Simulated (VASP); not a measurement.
# KBr (Fm-3m) in VASP: a series of runs

The runs below take KBr through single point, with PBEsol+D3(BJ), PBE.

Everything below comes from runs of VASP 6.6.1. Logs are shortened: lines on timing, memory, paths and dates and some standing lists are left out, and cuts for length are marked.

### 1 The cell of the first run

Symmetry: Fm-3m, No. 225, cubic system. Conventional cell: a = 6.600 Å, b = 6.600 Å, c = 6.600 Å, α = 90.00°, β = 90.00°, γ = 90.00°. Within 4.3 Å of Br (site symmetry m-3m) lie 6 K at 3.30 Å. K (site symmetry m-3m) has 6 Br at 3.30 Å within 4.3 Å.

### 2 Single point, PBEsol+D3(BJ)

INCAR reads:

```
SYSTEM = KBr
ALGO = Normal
EDIFF = 1E-6
ENCUT = 520
GGA = PS
ISIF = 2
ISMEAR = -1
IVDW = 12
LASPH = .True.
LCHARG = .True.
LELF = .True.
LREAL = .False.
LVHAR = .True.
LWAVE = .False.
NBANDS = 15
NELM = 100
PREC = Accurate
SIGMA = 0.05
```

KPOINTS reads:

```
k-points
0
Gamma
  7 7 7
  0 0 0
```

POSCAR reads:

```
KBr
1.0
    0.0000000000      3.3000000000      3.3000000000
    3.3000000000      0.0000000000      3.3000000000
    3.3000000000      3.3000000000      0.0000000000
Br K
1 1
Direct
    0.5000000000      0.5000000000      0.5000000000
    0.0000000000      0.0000000000      0.0000000000
```

Potentials or basis: VASP PAW PBE potentials, release 64 (Br, K_sv).

Started as:

```console
> cat potpaw_PBE.64/Br/POTCAR potpaw_PBE.64/K_sv/POTCAR > POTCAR
> mpirun -np 1 vasp_std > vasp.out
```

OUTCAR:

```text
SYSTEM = KBr
   EDIFF = 1E-6
   ENCUT = 520
   GGA = PS
   ISIF = 2
   ISMEAR = -1
   IVDW = 12
   LASPH = .True.
   LREAL = .False.
   NELM = 100
   PREC = Accurate
 IVDW          = 12

 ion  position               nearest neighbor table
   1  0.500  0.500  0.500-   2 3.30   2 3.30   2 3.30   2 3.30   2 3.30   2 3.30
   2  0.000  0.000  0.000-   1 3.30   1 3.30   1 3.30   1 3.30   1 3.30   1 3.30

  LATTYP: Found a face centered cubic cell.
 ALAT       =     6.6000000000

  Lattice vectors:

 A1 = (   0.0000000000,   3.3000000000,   3.3000000000)
 A2 = (   3.3000000000,   0.0000000000,   3.3000000000)
 A3 = (   3.3000000000,   3.3000000000,   0.0000000000)

Analysis of symmetry for initial positions (statically):
=====================================================================
 Subroutine PRICEL returns:
 Original cell was already a primitive cell.

 Routine SETGRP: Setting up the symmetry group for a
 face centered cubic supercell.

 Subroutine GETGRP returns: Found 48 space group operations
 (whereof 48 operations were pure point group operations)
 out of a pool of 48 trial point group operations.

The static configuration has the point symmetry O_h .

Analysis of symmetry for dynamics (positions and initial velocities):
=====================================================================
 Subroutine PRICEL returns:
 Original cell was already a primitive cell.

 Routine SETGRP: Setting up the symmetry group for a
 face centered cubic supercell.

 Subroutine GETGRP returns: Found 48 space group operations
 (whereof 48 operations were pure point group operations)
 out of a pool of 48 trial point group operations.

The dynamic configuration has the point symmetry O_h .

 Subroutine INISYM returns: Found 48 space group operations
 (whereof 48 operations are pure point group operations),
 and found     1 'primitive' translations

----------------------------------------------------------------------------------------

                                     Primitive cell

  volume of cell :      71.8740

  direct lattice vectors                    reciprocal lattice vectors
     0.000000000  3.300000000  3.300000000    -0.151515152  0.151515152  0.151515152
     3.300000000  0.000000000  3.300000000     0.151515152 -0.151515152  0.151515152
     3.300000000  3.300000000  0.000000000     0.151515152  0.151515152 -0.151515152

  length of vectors
     4.666904756  4.666904756  4.666904756     0.262431941  0.262431941  0.262431941

  position of ions in fractional coordinates (direct lattice)
     0.500000000  0.500000000  0.500000000
     0.000000000  0.000000000  0.000000000

  ion indices of the primitive-cell ions
   primitive index   ion index
                 1           1
                 2           2

----------------------------------------------------------------------------------------

 KPOINTS: k-points

Automatic generation of k-mesh.
 Grid dimensions read from file:
 generate k-points for:    7    7    7

 Generating k-lattice:

  Cartesian coordinates                     Fractional coordinates (reciprocal lattice)
    -0.021645022  0.021645022  0.021645022     0.142857143  0.000000000  0.000000000
     0.021645022 -0.021645022  0.021645022     0.000000000  0.142857143  0.000000000
     0.021645022  0.021645022 -0.021645022     0.000000000  0.000000000  0.142857143

  Length of vectors
     0.037490277  0.037490277  0.037490277

  Shift w.r.t. Gamma in fractional coordinates (k-lattice)
     0.000000000  0.000000000  0.000000000

 Subroutine IBZKPT returns following result:
 ===========================================

 Found     20 irreducible k-points:

 Following reciprocal coordinates:
            Coordinates               Weight
  0.000000  0.000000  0.000000      1.000000
  0.142857  0.000000  0.000000      8.000000
  0.285714  0.000000  0.000000      8.000000
  0.428571  0.000000  0.000000      8.000000
  0.142857  0.142857  0.000000      6.000000
  0.285714  0.142857  0.000000     24.000000
[... 12 lines left out ...]
 -0.428571  0.428571  0.142857     24.000000
 -0.285714  0.428571  0.142857     24.000000
   k-points           NKPTS =     20   k-points in BZ     NKDIM =     20   number of bands    NBANDS=     15
   number of dos      NEDOS =    301   number of ions     NIONS =      2
   total plane-waves  NPLWV =  46656
   dimension x,y,z NGX =    36 NGY =   36 NGZ =   36
   dimension x,y,z NGXF=    72 NGYF=   72 NGZF=   72
   ions per type =               1   1
   NGX,Y,Z   is equivalent  to a cutoff of  12.82, 12.82, 12.82 a.u.
   NGXF,Y,Z  is equivalent  to a cutoff of  25.65, 25.65, 25.65 a.u.
 SYSTEM =  KBr
   PREC   = accura    normal or accurate (medium, high low for compatibility)
   ISTART =      0    job   : 0-new  1-cont  2-samecut
   ICHARG =      2    charge: 1-file 2-atom 10-const
   ISPIN  =      1    spin polarized calculation?
   LNONCOLLINEAR =      F non collinear calculations
   LSORBIT =      F    spin-orbit coupling
   LASPH  =      T    aspherical Exc in radial PAW
   ENCUT  =  520.0 eV  38.22 Ry    6.18 a.u.   8.68  8.68  8.68*2*pi/ulx,y,z
   NELM   =    100;   NELMIN=  2; NELMDL= -5     # of ELM steps
   EDIFF  = 0.1E-05   stopping-criterion for ELM
   LREAL  =      F    real-space projection
   EDIFFG = 0.1E-04   stopping-criterion for IOM
   NSW    =      0    number of steps for IOM
   IBRION =     -1    ionic relax: 0-MD 1-quasi-New 2-CG
   NFREE  =      0    steps in history (QN), initial steepest desc. (CG)
   ISIF   =      2    stress and relaxation
   ISYM   =      2    0-nonsym 1-usesym 2-fastsym
   POTIM  = 0.5000    time-step for ionic-motion
   TEBEG  =    0.0;   TEEND  =   0.0 temperature during run
   PSTRESS=    0.0 pullay stress
   NELECT =      16.0000    total number of electrons
   NUPDOWN=      -1.0000    fix difference up-down
   EMIN   =  10.00;   EMAX   =-10.00  energy-range for DOS
   EFERMI =   0.00;   METHOD = LEGACY
   ISMEAR =    -1;   SIGMA  =   0.05  broadening in eV -4-tet -1-fermi 0-gaus
   EFERMI_NEDOS =   21; number of points for ismear=-14 and -15
   IALGO  =     38    algorithm
   IMIX   =      4    mixing-type and parameters
     AMIX     =   0.40;   BMIX     =  1.00
     AMIX_MAG =   1.60;   BMIX_MAG =  1.00
  volume/ion in A,a.u.               =      35.94       242.51
  Fermi-wavevector in a.u.,A,eV,Ry     =   0.992181  1.874950 13.393889  0.984423
  Thomas-Fermi vector in A             =   2.123975
   LORBIT       =      0    0 simple, 1 ext, 2 COOP (PROOUT), +10 PAW based schemes
   GGA     = PS    functional components
   LHFCALC =     F    Hartree Fock is set to
   AEXX    =    0.0000 exact exchange contribution
   IVDW    =    12    specifies the selected vdW correction
   LEPSILON=     F    determine dielectric tensor
   LRPA    =     F    only Hartree local field effects (RPA)
 non-spin polarized calculation
  energy-cutoff  :      520.00
  volume of cell :       71.87
 maximum number of plane-waves:      1948
   NGX = 17   NGY = 17   NGZ = 17

 number of electron      15.9999997 magnetization

 Free energy of the ion-electron system (eV)
  ---------------------------------------------------
  ext. energy  EPLUGINS =         0.00000000
  ---------------------------------------------------
  free energy    TOTEN  =        -6.45880876 eV

  energy without entropy =       -6.45880876  energy(sigma->0) =       -6.45880876

 E-fermi :  -0.6804     XC(G=0):  -7.5455

 val. band max:       -1.8264789898   @ k =   0.0000   0.0000   0.0000
 cond. band min:       2.4523018966   @ k =   0.0000   0.0000   0.0000
 fundamental gap:      4.2787808865
 Fermi energy:        -0.6803925401

 k-point     1 :       0.0000    0.0000    0.0000
  band No.  band energies     occupation
      1     -29.4388      2.00000
      2     -14.1328      2.00000
      3     -12.9814      2.00000
      4     -12.9814      2.00000
      5     -12.9814      2.00000
      6      -1.8265      2.00000
      7      -1.8265      2.00000
      8      -1.8265      2.00000
      9       2.4523      0.00000
     10       5.7024      0.00000
     11       5.7024      0.00000
     12       5.7024      0.00000
     13       6.5406      0.00000
     14       6.5406      0.00000
     15       9.5650      0.00000

 k-point     2 :       0.1429    0.0000    0.0000
  band No.  band energies     occupation
      1     -29.4377      2.00000
      2     -14.1675      2.00000
      3     -12.9825      2.00000
      4     -12.9825      2.00000
      5     -12.9336      2.00000
      6      -2.1186      2.00000
      7      -1.8951      2.00000
      8      -1.8951      2.00000
      9       2.9598      0.00000
     10       5.5669      0.00000
     11       5.9450      0.00000
     12       5.9450      0.00000
     13       6.8071      0.00000
     14       6.8071      0.00000
     15      10.2977      0.00000

 k-point     3 :       0.2857    0.0000    0.0000
  band No.  band energies     occupation
      1     -29.4352      2.00000
      2     -14.2372      2.00000
      3     -12.9849      2.00000
      4     -12.9849      2.00000
      5     -12.8338      2.00000
      6      -2.6435      2.00000
      7      -2.0412      2.00000
      8      -2.0412      2.00000
      9       3.9574      0.00000
     10       5.6270      0.00000
     11       6.6104      0.00000
     12       6.6104      0.00000
     13       7.5225      0.00000
     14       7.5225      0.00000
     15      10.0137      0.00000
[... 271 lines left out ...]
 k-point    19 :      -0.4286    0.4286    0.1429
  band No.  band energies     occupation
      1     -29.4315      2.00000
      2     -14.1116      2.00000
      3     -13.0456      2.00000
      4     -13.0274      2.00000
      5     -12.9301      2.00000
      6      -2.6238      2.00000
      7      -2.2445      2.00000
      8      -2.2334      2.00000
      9       4.5190      0.00000
     10       5.6538      0.00000
     11       6.6749      0.00000
     12       7.6887      0.00000
     13       7.9147      0.00000
     14       8.7708      0.00000
     15       9.2374      0.00000

 k-point    20 :      -0.2857    0.4286    0.1429
  band No.  band energies     occupation
      1     -29.4313      2.00000
      2     -14.1367      2.00000
      3     -13.0511      2.00000
      4     -13.0265      2.00000
      5     -12.8894      2.00000
      6      -2.5173      2.00000
      7      -2.4675      2.00000
      8      -2.2541      2.00000
      9       5.1101      0.00000
     10       5.8443      0.00000
     11       6.4160      0.00000
     12       7.1401      0.00000
     13       8.5940      0.00000
     14       8.6368      0.00000
     15       9.4048      0.00000

------------------------ aborting loop because EDIFF is reached ----------------------------------------

 Edisp (eV)   -0.41156

 E8    (eV) :    -0.2847

  FORCE on cell =-STRESS in cart. coord.  units (eV):
  Direction    XX          YY          ZZ          XY          YZ          ZX
  --------------------------------------------------------------------------------------
  -------------------------------------------------------------------------------------
  Total      -0.55003    -0.55003    -0.55003    -0.00000     0.00000     0.00000
  in kB     -12.26100   -12.26100   -12.26100    -0.00000     0.00000     0.00000
  external pressure =      -12.26 kB  Pullay stress =        0.00 kB

 VOLUME and BASIS-vectors are now :
 -----------------------------------------------------------------------------
  energy-cutoff  :      520.00
  volume of cell :       71.87
      direct lattice vectors                 reciprocal lattice vectors
     0.000000000  3.300000000  3.300000000    -0.151515152  0.151515152  0.151515152
     3.300000000  0.000000000  3.300000000     0.151515152 -0.151515152  0.151515152
     3.300000000  3.300000000  0.000000000     0.151515152  0.151515152 -0.151515152

 POSITION                                       TOTAL-FORCE (eV/Angst)
 -----------------------------------------------------------------------------------
      3.30000      3.30000      3.30000         0.000000     -0.000000      0.000000
      0.00000      0.00000      0.00000        -0.000000      0.000000     -0.000000
 -----------------------------------------------------------------------------------
    total drift:                                0.000000      0.000000      0.000000

  FREE ENERGIE OF THE ION-ELECTRON SYSTEM (eV)
  ---------------------------------------------------
  free  energy   TOTEN  =        -6.8703675008 eV

  energy  without entropy=       -6.8703675008  energy(sigma->0) =       -6.87036750
```

Run time: 54 s. Hardware: 1 thread of AMD EPYC 7R13, shared host; peak memory 0.19 GiB.

What came out:

| Property | Result |
| --- | --- |
| Free energy | -6.8704 eV |
| Pressure | -1.2 GPa |
| Band gap on the k mesh | 4.28 eV |
| Dispersion energy per atom | -0.206 eV |

Caveat: three body term missing; the PAW data sets were made with another functional, which shifts forces and pressure a little.

### 3 Single point, PBE

This run uses another cell than the first one, of 37.61 Å³/atom.

INCAR reads:

```
  PREC = Accurate
  ENCUT = 520
  EDIFF = 1E-6
  ISMEAR = -1
  SIGMA = 0.05
  LREAL = False
  LASPH = True
  NELM = 80
  ALGO = Normal
  ISIF = 2
  LWAVE = False
  LCHARG = False
  GGA = PE
  NBANDS = 15
```

KPOINTS reads:

```
regular mesh
0
Gamma
  7 7 7
```

POSCAR reads:

```
KBr
1.0
    0.0000000000      3.3504376204      3.3504376204
    3.3504376204      0.0000000000      3.3504376204
    3.3504376204      3.3504376204      0.0000000000
Br K
1 1
Direct
    0.5000000000      0.5000000000      0.5000000000
    0.0000000000      0.0000000000      0.0000000000
```

Potentials or basis: VASP PAW PBE potentials, release 64 (Br, K_sv).

Started as:

```console
> cat potpaw_PBE.64/Br/POTCAR potpaw_PBE.64/K_sv/POTCAR > POTCAR
> mpirun -np 1 vasp_std > vasp.out
```

Wall time 54 s (1 thread of AMD EPYC 7R13, shared host); peak memory 0.18 GiB.

It converged, with:

| Property | Result |
| --- | --- |
| Free energy | -6.2236 eV |
| Pressure | 0.1 GPa |
| Band gap on the k mesh | 4.31 eV |

Levels at points of the mesh, in eV from the valence-band top:
```
           k point  band 4  band 5  band 6  band 7  band 8  band 9  band 10  band 11  band 12  band 13
(0.00, 0.00, 0.00)  -11.36  -11.36    0.00    0.00    0.00    4.31     7.59     7.59     7.59     8.39
```

Caveat: an odd mesh through Γ misses points on the zone boundary, where band edges can lie. A hybrid or GW would open this gap; PBE tends to underestimate it.
